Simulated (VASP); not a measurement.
# MgB2 in VASP: further runs, part 2 of 2

VASP 6.6.1.

## 6. Single point, LDA (equal xy, yz and zx shear strains of +2 %)

The input, INCAR:

```
SYSTEM = MgB2
ALGO = Normal
EDIFF = 1E-6
ENCUT = 520
ISIF = 2
ISMEAR = -1
LASPH = .True.
LCHARG = .True.
LELF = .True.
LREAL = .False.
LVHAR = .True.
LWAVE = .False.
NBANDS = 11
NELM = 100
PREC = Accurate
SIGMA = 0.05
```

The input, KPOINTS:

```
k-points
0
Gamma
  12 12 9
  0 0 0
```

The input, POSCAR:

```
MgB2
1.0
    3.0850007055      0.0308500071      0.0308500071
   -1.5157834630      2.6562639782      0.0112918863
    0.0352300000      0.0352300000      3.5230000000
Mg B
1 2
Direct
    0.0000000000      0.0000000000      0.0000000000
    0.3333333333      0.6666666667      0.5000000000
    0.6666666667      0.3333333333      0.5000000000
```

Potentials or basis: VASP PAW LDA potentials, release 64 (Mg, B).

Run with:

```
$ cat potpaw_LDA.64/Mg/POTCAR potpaw_LDA.64/B/POTCAR > POTCAR
$ mpirun -np 1 vasp_std > vasp.out
```

OUTCAR:

```text
SYSTEM = MgB2
   EDIFF = 1E-6
   ENCUT = 520
   ISIF = 2
   ISMEAR = -1
   LASPH = .True.
   LREAL = .False.
   NELM = 100
   PREC = Accurate

 ion  position               nearest neighbor table
   1  0.000  0.000  0.000-   2 2.48   3 2.48   3 2.48   2 2.48   3 2.48   2 2.48   2 2.50   3 2.50
                             3 2.53   2 2.53   3 2.55   2 2.55
   2  0.333  0.667  0.500-   3 1.77   3 1.78   3 1.80   1 2.48   1 2.48   1 2.48   1 2.50   1 2.53
                             1 2.55
   3  0.667  0.333  0.500-   2 1.77   2 1.78   2 1.80   1 2.48   1 2.48   1 2.48   1 2.50   1 2.53
                             1 2.55

  LATTYP: Found a triclinic cell.
 ALAT       =     5.3439122746
 B/A-ratio  =     0.5723042227
 C/A-ratio  =     0.6593207563
 COS(alpha) =     0.0074204947
 COS(beta)  =     0.0200959808
 COS(gamma) =     0.8635246262

  Lattice vectors:

 A1 = (   0.0534337795,   5.3433779635,   0.0534337797)
 A2 = (  -1.5157834630,   2.6562639782,   0.0112918863)
 A3 = (   0.0352300000,   0.0352300000,   3.5230000000)

Analysis of symmetry for initial positions (statically):
=====================================================================
 Subroutine PRICEL returns:
 Original cell was already a primitive cell.

 Routine SETGRP: Setting up the symmetry group for a
 triclinic supercell.

 Subroutine GETGRP returns: Found  2 space group operations
 (whereof  2 operations were pure point group operations)
 out of a pool of  2 trial point group operations.

The static configuration has the point symmetry S_2 .

Analysis of symmetry for dynamics (positions and initial velocities):
=====================================================================
 Subroutine PRICEL returns:
 Original cell was already a primitive cell.

 Routine SETGRP: Setting up the symmetry group for a
 triclinic supercell.

 Subroutine GETGRP returns: Found  2 space group operations
 (whereof  2 operations were pure point group operations)
 out of a pool of  2 trial point group operations.

The dynamic configuration has the point symmetry S_2 .

 Subroutine INISYM returns: Found  2 space group operations
 (whereof  2 operations are pure point group operations),
 and found     1 'primitive' translations

----------------------------------------------------------------------------------------

                                     Primitive cell

  volume of cell :      29.0285

  direct lattice vectors                    reciprocal lattice vectors
     3.085000706  0.030850007  0.030850007     0.322359922  0.183974567 -0.005063345
    -1.515783463  2.656263978  0.011291886    -0.003706626  0.374369197 -0.003706626
     0.035230000  0.035230000  3.523000000    -0.002810943 -0.002810943  0.283905211

  length of vectors
     3.085309190  3.058343561  3.523352282     0.371198327  0.374405895  0.283933041

  position of ions in fractional coordinates (direct lattice)
     0.000000000  0.000000000  0.000000000
     0.333333333  0.666666667  0.500000000
     0.666666667  0.333333333  0.500000000

  ion indices of the primitive-cell ions
   primitive index   ion index
                 1           1
                 2           2
                 3           3

----------------------------------------------------------------------------------------

 KPOINTS: k-points

Automatic generation of k-mesh.
 Grid dimensions read from file:
[... 27 lines left out ...]
  0.416667 -0.000000  0.000000      2.000000
[... 16 lines left out ...]
  0.250000  0.166667 -0.000000      2.000000
  0.333333  0.166667 -0.000000      2.000000
 [... further k-points ...]
   k-points           NKPTS =    650   k-points in BZ     NKDIM =    650   number of bands    NBANDS=     11
   number of dos      NEDOS =    301   number of ions     NIONS =      3
   total plane-waves  NPLWV =  16128
   dimension x,y,z NGX =    24 NGY =   24 NGZ =   28
   dimension x,y,z NGXF=    48 NGYF=   48 NGZF=   56
   ions per type =               1   2
   NGX,Y,Z   is equivalent  to a cutoff of  12.93, 13.05, 13.21 a.u.
   NGXF,Y,Z  is equivalent  to a cutoff of  25.86, 26.09, 26.42 a.u.
 SYSTEM =  MgB2
   PREC   = accura    normal or accurate (medium, high low for compatibility)
   ISTART =      0    job   : 0-new  1-cont  2-samecut
   ICHARG =      2    charge: 1-file 2-atom 10-const
   ISPIN  =      1    spin polarized calculation?
   LNONCOLLINEAR =      F non collinear calculations
   LSORBIT =      F    spin-orbit coupling
   LASPH  =      T    aspherical Exc in radial PAW
   ENCUT  =  520.0 eV  38.22 Ry    6.18 a.u.   5.74  5.69  6.55*2*pi/ulx,y,z
   NELM   =    100;   NELMIN=  2; NELMDL= -5     # of ELM steps
   EDIFF  = 0.1E-05   stopping-criterion for ELM
   LREAL  =      F    real-space projection
   EDIFFG = 0.1E-04   stopping-criterion for IOM
   NSW    =      0    number of steps for IOM
   IBRION =     -1    ionic relax: 0-MD 1-quasi-New 2-CG
   NFREE  =      0    steps in history (QN), initial steepest desc. (CG)
   ISIF   =      2    stress and relaxation
   ISYM   =      2    0-nonsym 1-usesym 2-fastsym
   POTIM  = 0.5000    time-step for ionic-motion
   TEBEG  =    0.0;   TEEND  =   0.0 temperature during run
   PSTRESS=    0.0 pullay stress
   NELECT =       8.0000    total number of electrons
   NUPDOWN=      -1.0000    fix difference up-down
   EMIN   =  10.00;   EMAX   =-10.00  energy-range for DOS
   EFERMI =   0.00;   METHOD = LEGACY
   ISMEAR =    -1;   SIGMA  =   0.05  broadening in eV -4-tet -1-fermi 0-gaus
   EFERMI_NEDOS =   21; number of points for ismear=-14 and -15
   IALGO  =     38    algorithm
   IMIX   =      4    mixing-type and parameters
     AMIX     =   0.40;   BMIX     =  1.00
     AMIX_MAG =   1.60;   BMIX_MAG =  1.00
  volume/ion in A,a.u.               =       9.68        65.30
  Fermi-wavevector in a.u.,A,eV,Ry     =   1.065361  2.013240 15.442525  1.134994
  Thomas-Fermi vector in A             =   2.200910
   LORBIT       =      0    0 simple, 1 ext, 2 COOP (PROOUT), +10 PAW based schemes
   GGA     = CA    functional components
   LHFCALC =     F    Hartree Fock is set to
   AEXX    =    0.0000 exact exchange contribution
   IVDW    =     0    specifies the selected vdW correction
   LEPSILON=     F    determine dielectric tensor
   LRPA    =     F    only Hartree local field effects (RPA)
 non-spin polarized calculation
  energy-cutoff  :      520.00
  volume of cell :       29.03
 maximum number of plane-waves:       799
   NGX = 11   NGY = 11   NGZ = 13

 number of electron       8.0000000 magnetization

 Free energy of the ion-electron system (eV)
  ---------------------------------------------------
  ext. energy  EPLUGINS =         0.00000000
  ---------------------------------------------------
  free energy    TOTEN  =       -17.24089536 eV

  energy without entropy =      -17.23621844  energy(sigma->0) =      -17.23855690

 E-fermi :   5.1757     XC(G=0): -11.0960

 val. band max:        5.1633300097   @ k =   0.3333   0.3333   0.2222
 cond. band min:       5.1809106136   @ k =  -0.0833   0.0000   0.3333
 fundamental gap:      0.0175806039
 Fermi energy:         5.1756544759

 k-point     1 :       0.0000    0.0000    0.0000
  band No.  band energies     occupation
      1      -7.0790      2.00000
      2       2.2858      2.00000
      3       5.5032      0.00286
      4       5.6169      0.00029
      5       6.8703      0.00000
      6      11.3171      0.00000
      7      11.5996      0.00000
      8      13.4826      0.00000
      9      14.9846      0.00000
     10      17.7456      0.00000
     11      21.0357      0.00000
[... 309 lines left out ...]
 k-point    24 :       0.3333    0.1667   -0.0000
  band No.  band energies     occupation
      1      -3.8908      2.00000
      2      -1.1498      2.00000
      3       1.5702      2.00000
      4       5.2148      0.62770
      5       8.7011      0.00000
      6       9.8849      0.00000
      7      11.5929      0.00000
      8      13.1317      0.00000
      9      15.3636      0.00000
     10      17.3471      0.00000
     11      18.1004      0.00000

 [... further k-points ...]
[... 5 lines left out ...]
  --------------------------------------------------------------------------------------
  -------------------------------------------------------------------------------------
  Total       -1.5283008     -1.5434692     -1.2967945     -0.6953628     -0.2582228     -0.2578399
  in kB      -84.3519374    -85.1891304    -71.5743406    -38.3793570    -14.2521635    -14.2310296
  external PRESSURE =     -80.3718028 kB  Pullay stress =       0.0000000 kB

 VOLUME and BASIS-vectors are now :
 -----------------------------------------------------------------------------
  energy-cutoff  :      520.00
  volume of cell :       29.03
      direct lattice vectors                 reciprocal lattice vectors
     3.085000706  0.030850007  0.030850007     0.322359922  0.183974567 -0.005063345
    -1.515783463  2.656263978  0.011291886    -0.003706626  0.374369197 -0.003706626
     0.035230000  0.035230000  3.523000000    -0.002810943 -0.002810943  0.283905211

 POSITION                                       TOTAL-FORCE (eV/Angst)
 -----------------------------------------------------------------------------------
      0.00000      0.00000      0.00000         0.000000      0.000000     -0.000000
      0.03543      1.79874      1.77931        -0.035199     -0.002289     -0.004289
      1.56902      0.92360      1.78583         0.035199      0.002289      0.004289
 -----------------------------------------------------------------------------------
    total drift:                                0.000000     -0.000000      0.000000

  FREE ENERGIE OF THE ION-ELECTRON SYSTEM (eV)
  ---------------------------------------------------
  free  energy   TOTEN  =       -17.2408953643 eV

  energy  without entropy=      -17.2362184439  energy(sigma->0) =      -17.23855690
```

OSZICAR:

```text
N       E                     dE             d eps       ncg     rms          rms(c)
DAV:   1     0.230223707647E+01    0.23022E+01   -0.38011E+03 15260   0.610E+02
DAV:   2    -0.185153784109E+02   -0.20818E+02   -0.19555E+02 17979   0.106E+02
DAV:   3    -0.190777000438E+02   -0.56232E+00   -0.55967E+00 18764   0.145E+01
DAV:   4    -0.190789692463E+02   -0.12692E-02   -0.12691E-02 16617   0.746E-01
DAV:   5    -0.190789730585E+02   -0.38122E-05   -0.38123E-05 18049   0.423E-02    0.516E+00
DAV:   6    -0.175038620430E+02    0.15751E+01   -0.20333E+00 16507   0.652E+00    0.231E+00
DAV:   7    -0.172505777653E+02    0.25328E+00   -0.10571E+00 17092   0.468E+00    0.676E-01
DAV:   8    -0.172508271849E+02   -0.24942E-03   -0.12679E-01 16232   0.186E+00    0.397E-01
DAV:   9    -0.172410924542E+02    0.97347E-02   -0.21682E-02 16151   0.662E-01    0.700E-02
DAV:  10    -0.172408992407E+02    0.19321E-03   -0.14922E-03 17854   0.208E-01    0.204E-02
DAV:  11    -0.172408964900E+02    0.27507E-05   -0.41815E-05 15989   0.404E-02    0.429E-03
DAV:  12    -0.172408953781E+02    0.11119E-05   -0.47707E-06 16726   0.984E-03    0.124E-03
DAV:  13    -0.172408953643E+02    0.13767E-07   -0.91966E-08  8167   0.222E-03
   1 F= -.17240895E+02 E0= -.17238557E+02  d E =-.467692E-02
```

stdout:

```text
POSCAR found type information on POSCAR MgB
 POSCAR found :  2 types and       3 ions
 scaLAPACK will be used
 LDA part: xc-table for (Slater(with rela. corr.)+CA(PZ))
 , standard interpolation
 POSCAR, INCAR and KPOINTS ok, starting setup
 FFT: planning ... GRIDC
 FFT: planning ... GRID_SOFT
 FFT: planning ... GRID
 WAVECAR not read
 entering main loop
```

Wall time 93 s (1 thread of AMD EPYC 9R45 (Zen 5), shared host); peak memory 0.29 GiB.

What came out:

* Free energy: -17.2409 eV
* Pressure: -8.0 GPa
* Largest force: 0.036 eV/Å
* Band gap on the k mesh: zero (band 4 reaches 6.93 eV, above the bottom of band 5 at 3.35 eV)

Forces in eV/Å, atoms in the order of the input:
```
Mg   0.000  0.000  0.000
B   -0.035 -0.002 -0.004
B    0.035  0.002  0.004
```

Caveat: the cell differs from its parent crystal (equal xy, yz and zx shear strains of +2 %).

## 7. Overview

```tsv
cell	gap on the mesh (eV)	pressure (GPa)	largest force (eV/Å)
a = 3.116, b = 3.116, c = 3.523 Å, angles 90.0, 90.0, 120.0°, 3 atoms	none	-11.2	-
a = 3.126, b = 3.126, c = 3.569 Å, angles 90.0, 90.0, 120.0°, 3 atoms	none	-13.1	-
a = 3.146, b = 3.146, c = 3.592 Å, angles 90.0, 90.0, 120.0°, 3 atoms	none	-15.3	-
a = 3.085, b = 3.098, c = 3.523 Å, angles 90.2, 90.6, 120.4°, 3 atoms	none	-8.1	0.01
a = 3.085, b = 3.058, c = 3.523 Å, angles 89.6, 88.8, 119.1°, 3 atoms	none	-8.0	0.04
```

Alike in all rows: task single point; level LDA; potentials or basis VASP PAW LDA potentials, release 64 (Mg, B); no spin polarisation; k mesh 12 × 12 × 9; cutoff (eV) 520; smearing fermi-dirac 0.05 eV.

Absolute energies hang on the potentials; compare differences alone.
